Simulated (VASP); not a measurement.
# BaTiO3 (P1) in VASP: single point with PBEsol+U

Aim: the single point of BaTiO3 with PBEsol+U.

Everything below comes from runs of VASP 6.6.1. Logs are shortened: lines on timing, memory, paths and dates and some standing lists are left out, and cuts for length are marked.

## Step 1: The cell of the first run

The typed cell holds 10 atoms: a = 6.106 Å, b = 5.370 Å, c = 6.060 Å, α = 78.35°, β = 124.86°, γ = 127.36°.

## Step 2: Single point, PBEsol+U

INCAR reads:

```
SYSTEM = BaTiO3
ALGO = Normal
EDIFF = 1E-7
ENCUT = 520
GGA = PS
ISIF = 2
ISMEAR = -1
KPAR = 4
LASPH = .True.
LCHARG = .True.
LDAU = .True.
LDAUJ = 0 0 0
LDAUL = -1 2 -1
LDAUPRINT = 1
LDAUTYPE = 2
LDAUU = 0 1 0
LMAXMIX = 4
LREAL = .False.
LVHAR = .True.
LWAVE = .False.
NBANDS = 51
NELM = 150
PREC = Accurate
SIGMA = 0.05
```

KPOINTS reads:

```
k-points
0
Gamma
  7 7 6
  0 0 0
```

POSCAR reads:

```
BaTiO3
1.0
    4.5338760500     -2.9379638800     -2.8444881300
   -4.1791542400     -2.1732400700      2.5787236500
   -4.6762392700      2.6713797400     -2.7780311600
Ba Ti O
2 2 6
Direct
    0.9929438400      0.4986419800      0.4991208400
    0.9981196900      0.9966392300      0.0001370000
    0.4952686900      0.2509026300      0.7392901800
    0.4933295800      0.7515767200      0.2408135500
    0.5108239000      0.5021635500      0.0106287500
    0.5104097200      0.0023124000      0.5087025000
    0.4954844800      0.4957351500      0.4991277600
    0.4955713100      0.9926633600      0.9992015800
    0.0111918500      0.0068669100      0.5088670800
    0.0044169400      0.5024980700      0.0016707600
```

Potentials or basis: VASP PAW PBE potentials, release 64 (Ba_sv, Ti_sv, O).

Launch:

```sh
$ cat potpaw_PBE.64/Ba_sv/POTCAR potpaw_PBE.64/Ti_sv/POTCAR potpaw_PBE.64/O/POTCAR > POTCAR
$ mpirun -np 4 vasp_std > vasp.out
```

OUTCAR:

```text
SYSTEM = BaTiO3
   EDIFF = 1E-7
   ENCUT = 520
   GGA = PS
   ISIF = 2
   ISMEAR = -1
   LASPH = .True.
   LREAL = .False.
   NELM = 150
   PREC = Accurate

 ion  position               nearest neighbor table
   1  0.993  0.499  0.499-   6 2.53   6 2.60   9 2.67   9 2.70   5 2.74   5 2.89   8 2.89   8 2.93
                            10 3.01   7 3.03  10 3.05   7 3.08   4 3.17   3 3.17   4 3.51   3 3.52
   2  0.998  0.997  0.000-   5 2.54   5 2.59  10 2.68  10 2.70   6 2.77   6 2.86   7 2.91   7 2.92
                             9 3.01   9 3.05   8 3.05   8 3.05   3 3.17   4 3.19   4 3.47   3 3.53
   3  0.495  0.251  0.739-   7 1.75   8 1.88   9 1.93  10 2.03   6 2.19   5 2.26   2 3.17   1 3.17
                             1 3.52   2 3.53   1 3.53   2 3.61   2 3.63   1 3.71
   4  0.493  0.752  0.241-   8 1.75   7 1.86  10 1.95   9 2.07   5 2.20   6 2.23   1 3.17   2 3.19
                             2 3.47   1 3.51   2 3.58   1 3.62   1 3.63   2 3.70
   5  0.511  0.502  0.011-   4 2.20   3 2.26   2 2.54   2 2.59   1 2.74   1 2.89
   6  0.510  0.002  0.509-   3 2.19   4 2.23   1 2.53   1 2.60   2 2.77   2 2.86
   7  0.495  0.496  0.499-   3 1.75   4 1.86   2 2.91   2 2.92   1 3.03   1 3.08
   8  0.496  0.993  0.999-   4 1.75   3 1.88   1 2.89   1 2.93   2 3.05   2 3.05
   9  0.011  0.007  0.509-   3 1.93   4 2.07   1 2.67   1 2.70   2 3.01   2 3.05
  10  0.004  0.502  0.002-   4 1.95   3 2.03   2 2.68   2 2.70   1 3.01   1 3.05

  LATTYP: Found a triclinic cell.
 ALAT       =     5.3701134277
 B/A-ratio  =     1.7388149973
 C/A-ratio  =     2.6913073756
 COS(alpha) =     0.0029780057
 COS(beta)  =     0.5149588606
 COS(gamma) =     0.8408304943

  Lattice vectors:

 A1 = (   4.1791542400,   2.1732400700,  -2.5787236500)
 A2 = (   4.0367910200,   1.9066559300,  -8.2012429400)
 A3 = (   8.2883131100,   9.9908523700,   6.3533557600)

Analysis of symmetry for initial positions (statically):
=====================================================================
 Subroutine PRICEL returns:
 Original cell was already a primitive cell.

 Routine SETGRP: Setting up the symmetry group for a
 triclinic supercell.

 Subroutine GETGRP returns: Found  1 space group operations
 (whereof  1 operations were pure point group operations)
 out of a pool of  2 trial point group operations.

The static configuration has the point symmetry C_1 .

Analysis of symmetry for dynamics (positions and initial velocities):
=====================================================================
 Subroutine PRICEL returns:
 Original cell was already a primitive cell.

 Routine SETGRP: Setting up the symmetry group for a
 triclinic supercell.

 Subroutine GETGRP returns: Found  1 space group operations
 (whereof  1 operations were pure point group operations)
 out of a pool of  2 trial point group operations.

The dynamic configuration has the point symmetry C_1 .

 Subroutine INISYM returns: Found  1 space group operations
 (whereof  1 operations are pure point group operations),
 and found     1 'primitive' translations

----------------------------------------------------------------------------------------

                                     Primitive cell

  volume of cell :     126.3406

  direct lattice vectors                    reciprocal lattice vectors
     4.533876050 -2.937963880 -2.844488130    -0.006739094 -0.187339154 -0.168803148
[... 153 lines left out ...]
 -0.0139 -0.0135  0.0026  0.1221 -0.0028
  0.0051  0.0225 -0.0326 -0.0028  0.1922

spin component  2

  0.1237  0.0067 -0.0045 -0.0139  0.0051
  0.0067  0.3027 -0.0209 -0.0135  0.0225
 -0.0045 -0.0209  0.1735  0.0026 -0.0326
 -0.0139 -0.0135  0.0026  0.1221 -0.0028
  0.0051  0.0225 -0.0326 -0.0028  0.1922

 occupancies and eigenvectors

  o =  0.1087  v = -0.6799 -0.0318 -0.0184 -0.7322  0.0182  0.0000  0.0000  0.0000  0.0000  0.0000      0.0000  0.0000  0.0000  0.0000  0.0000  0.0000  0.0000  0.0000  0.0000  0.0000
  o =  0.1087  v =  0.0000  0.0000  0.0000  0.0000  0.0000 -0.6799 -0.0318 -0.0184 -0.7322  0.0182      0.0000  0.0000  0.0000  0.0000  0.0000  0.0000  0.0000  0.0000  0.0000  0.0000
  o =  0.1354  v =  0.7292 -0.0710  0.0670 -0.6765 -0.0316  0.0000  0.0000  0.0000  0.0000  0.0000      0.0000  0.0000  0.0000  0.0000  0.0000  0.0000  0.0000  0.0000  0.0000  0.0000
  o =  0.1354  v =  0.0000  0.0000  0.0000  0.0000  0.0000  0.7292 -0.0710  0.0670 -0.6765 -0.0316      0.0000  0.0000  0.0000  0.0000  0.0000  0.0000  0.0000  0.0000  0.0000  0.0000
  o =  0.1489  v =  0.0276 -0.0251 -0.8022 -0.0192 -0.5955  0.0000  0.0000  0.0000  0.0000  0.0000      0.0000  0.0000  0.0000  0.0000  0.0000  0.0000  0.0000  0.0000  0.0000  0.0000
  o =  0.1489  v =  0.0000  0.0000  0.0000  0.0000  0.0000  0.0276 -0.0251 -0.8022 -0.0192 -0.5955      0.0000  0.0000  0.0000  0.0000  0.0000  0.0000  0.0000  0.0000  0.0000  0.0000
  o =  0.2073  v =  0.0525 -0.3073 -0.5589 -0.0023  0.7684  0.0000  0.0000  0.0000  0.0000  0.0000      0.0000  0.0000  0.0000  0.0000  0.0000  0.0000  0.0000  0.0000  0.0000  0.0000
  o =  0.2073  v =  0.0000  0.0000  0.0000  0.0000  0.0000  0.0525 -0.3073 -0.5589 -0.0023  0.7684      0.0000  0.0000  0.0000  0.0000  0.0000  0.0000  0.0000  0.0000  0.0000  0.0000
  o =  0.3140  v =  0.0000  0.0000  0.0000  0.0000  0.0000 -0.0496 -0.9481  0.1980  0.0765 -0.2316      0.0000  0.0000  0.0000  0.0000  0.0000  0.0000  0.0000  0.0000  0.0000  0.0000
  o =  0.3140  v = -0.0496 -0.9481  0.1980  0.0765 -0.2316  0.0000  0.0000  0.0000  0.0000  0.0000      0.0000  0.0000  0.0000  0.0000  0.0000  0.0000  0.0000  0.0000  0.0000  0.0000

atom =   4  type =  2  l = 2

 onsite density matrix

spin component  1

  0.1229  0.0096 -0.0044 -0.0179  0.0052
  0.0096  0.3004 -0.0237 -0.0142  0.0268
 -0.0044 -0.0237  0.1746  0.0040 -0.0320
 -0.0179 -0.0142  0.0040  0.1228 -0.0045
  0.0052  0.0268 -0.0320 -0.0045  0.1931

spin component  2

  0.1229  0.0096 -0.0044 -0.0179  0.0052
  0.0096  0.3004 -0.0237 -0.0142  0.0268
 -0.0044 -0.0237  0.1746  0.0040 -0.0320
 -0.0179 -0.0142  0.0040  0.1228 -0.0045
  0.0052  0.0268 -0.0320 -0.0045  0.1931

 occupancies and eigenvectors

  o =  0.1048  v = -0.7017 -0.0192 -0.0058 -0.7121  0.0092  0.0000  0.0000  0.0000  0.0000  0.0000      0.0000  0.0000  0.0000  0.0000  0.0000  0.0000  0.0000  0.0000  0.0000  0.0000
  o =  0.1048  v =  0.0000  0.0000  0.0000  0.0000  0.0000 -0.7017 -0.0192 -0.0058 -0.7121  0.0092      0.0000  0.0000  0.0000  0.0000  0.0000  0.0000  0.0000  0.0000  0.0000  0.0000
  o =  0.1386  v =  0.7079 -0.0862  0.0711 -0.6963 -0.0408  0.0000  0.0000  0.0000  0.0000  0.0000      0.0000  0.0000  0.0000  0.0000  0.0000  0.0000  0.0000  0.0000  0.0000  0.0000
  o =  0.1386  v =  0.0000  0.0000  0.0000  0.0000  0.0000  0.7079 -0.0862  0.0711 -0.6963 -0.0408      0.0000  0.0000  0.0000  0.0000  0.0000  0.0000  0.0000  0.0000  0.0000  0.0000
  o =  0.1505  v =  0.0219 -0.0242 -0.8037 -0.0220 -0.5937  0.0000  0.0000  0.0000  0.0000  0.0000      0.0000  0.0000  0.0000  0.0000  0.0000  0.0000  0.0000  0.0000  0.0000  0.0000
  o =  0.1505  v =  0.0000  0.0000  0.0000  0.0000  0.0000  0.0219 -0.0242 -0.8037 -0.0220 -0.5937      0.0000  0.0000  0.0000  0.0000  0.0000  0.0000  0.0000  0.0000  0.0000  0.0000
  o =  0.2041  v =  0.0402 -0.3522 -0.5476 -0.0159  0.7578  0.0000  0.0000  0.0000  0.0000  0.0000      0.0000  0.0000  0.0000  0.0000  0.0000  0.0000  0.0000  0.0000  0.0000  0.0000
  o =  0.2041  v =  0.0000  0.0000  0.0000  0.0000  0.0000  0.0402 -0.3522 -0.5476 -0.0159  0.7578      0.0000  0.0000  0.0000  0.0000  0.0000  0.0000  0.0000  0.0000  0.0000  0.0000
  o =  0.3158  v =  0.0000  0.0000  0.0000  0.0000  0.0000 -0.0668 -0.9315  0.2215  0.0857 -0.2675      0.0000  0.0000  0.0000  0.0000  0.0000  0.0000  0.0000  0.0000  0.0000  0.0000
  o =  0.3158  v = -0.0668 -0.9315  0.2215  0.0857 -0.2675  0.0000  0.0000  0.0000  0.0000  0.0000      0.0000  0.0000  0.0000  0.0000  0.0000  0.0000  0.0000  0.0000  0.0000  0.0000

 number of electron      80.0000007 magnetization

 Free energy of the ion-electron system (eV)
  ---------------------------------------------------
  ext. energy  EPLUGINS =         0.00000000
  ---------------------------------------------------
  free energy    TOTEN  =       -79.35601135 eV

  energy without entropy =      -79.35601049  energy(sigma->0) =      -79.35601092

 E-fermi :   4.8740     XC(G=0): -11.5647

 val. band max:        4.3505582495   @ k =   0.0000   0.0000   0.0000
 cond. band min:       5.3363073446   @ k =   0.0000   0.0000   0.0000
 fundamental gap:      0.9857490951
 Fermi energy:         4.8739549001

 k-point     1 :       0.0000    0.0000    0.0000
  band No.  band energies     occupation
      1     -52.6332      2.00000
      2     -52.6150      2.00000
      3     -29.2792      2.00000
      4     -29.1223      2.00000
      5     -29.0066      2.00000
      6     -28.9682      2.00000
[... 1285 lines left out ...]
     50       9.9594      0.00000
     51      11.2246      0.00000

 [... further k-points ...]

------------------------ aborting loop because EDIFF is reached ----------------------------------------

  FORCE on cell =-STRESS in cart. coord.  units (eV):
  Direction    XX          YY          ZZ          XY          YZ          ZX
  --------------------------------------------------------------------------------------
  -------------------------------------------------------------------------------------
  Total       -7.3232785     26.9463156      7.0594836     10.2150539    -11.9877364     -3.7078022
  in kB      -92.8694861    341.7172357     89.5241952    129.5412721   -152.0213831    -47.0201546
  external PRESSURE =     112.7906483 kB  Pullay stress =       0.0000000 kB

 VOLUME and BASIS-vectors are now :
 -----------------------------------------------------------------------------
  energy-cutoff  :      520.00
  volume of cell :      126.34
      direct lattice vectors                 reciprocal lattice vectors
     4.533876050 -2.937963880 -2.844488130    -0.006739094 -0.187339154 -0.168803148
    -4.179154240 -2.173240070  2.578723650    -0.124745787 -0.204975652  0.012877229
    -4.676239270  2.671379740 -2.778031160    -0.108895697  0.001550896 -0.175172490

 POSITION                                       TOTAL-FORCE (eV/Angst)
 -----------------------------------------------------------------------------------
      0.08397     -2.66756     -2.92513         0.124828     -0.256607     -0.112593
      0.35960     -5.09801     -0.26946        -0.023709     -0.223307      0.111891
     -2.26017     -0.02543     -2.81555         0.091244      0.783433     -0.683628
     -2.03036     -2.43944     -0.13415         0.182216      0.630823     -0.621392
      0.16769     -2.56371     -0.18762        -0.241476      0.172087      0.129689
     -0.07434     -0.14565     -2.85908        -0.163635      0.255979      0.186206
     -2.15933     -1.19971     -1.51763         0.042765     -0.862066      0.439342
     -6.57414     -0.94402     -1.62566        -0.019772     -1.017600      0.560036
     -2.35754      1.31157     -1.42778         0.025833      0.331225      0.107544
     -2.08780     -1.10056      1.27860        -0.018295      0.186033     -0.117095
 -----------------------------------------------------------------------------------
    total drift:                               -0.000170     -0.000336     -0.000124

  FREE ENERGIE OF THE ION-ELECTRON SYSTEM (eV)
  ---------------------------------------------------
  free  energy   TOTEN  =       -79.3560113524 eV

  energy  without entropy=      -79.3560104917  energy(sigma->0) =      -79.35601092
```

It took 3.8 min on 4 MPI ranks of Intel Xeon 6975P-C (Granite Rapids), shared host; peak memory 0.83 GiB.

Results:

```yaml
Free_energy: -79.3560 eV
Pressure: 11.3 GPa
Largest_force: 1.162 eV/Å
Band_gap_on_the_k_mesh: 0.99 eV
```

Forces in eV/Å, atoms in the order of the input:
```
Ba   0.125 -0.257 -0.113
Ba  -0.024 -0.223  0.112
Ti   0.091  0.783 -0.684
Ti   0.182  0.631 -0.621
O   -0.241  0.172  0.130
O   -0.164  0.256  0.186
O    0.043 -0.862  0.439
O   -0.020 -1.018  0.560
O    0.026  0.331  0.108
O   -0.018  0.186 -0.117
```

Stress tensor (GPa, compression positive):
```
 -9.29  12.95  -4.70
 12.95  34.17 -15.20
 -4.70 -15.20   8.95
```

Eigenvalues of the final occupation matrices:
```
    site  spin  trace               eigenvalues
site 3 d     1   0.91  0.11 0.14 0.15 0.21 0.31
site 3 d     2   0.91  0.11 0.14 0.15 0.21 0.31
site 4 d     1   0.91  0.10 0.14 0.15 0.20 0.32
site 4 d     2   0.91  0.10 0.14 0.15 0.20 0.32
```

Caveat: the stress differs along the axes, from -9 to 34 GPa; the PAW data sets were made with another functional, which shifts forces and pressure a little; spin-orbit coupling is left out, which moves the levels of the heavy elements. A k mesh can miss the band edges.
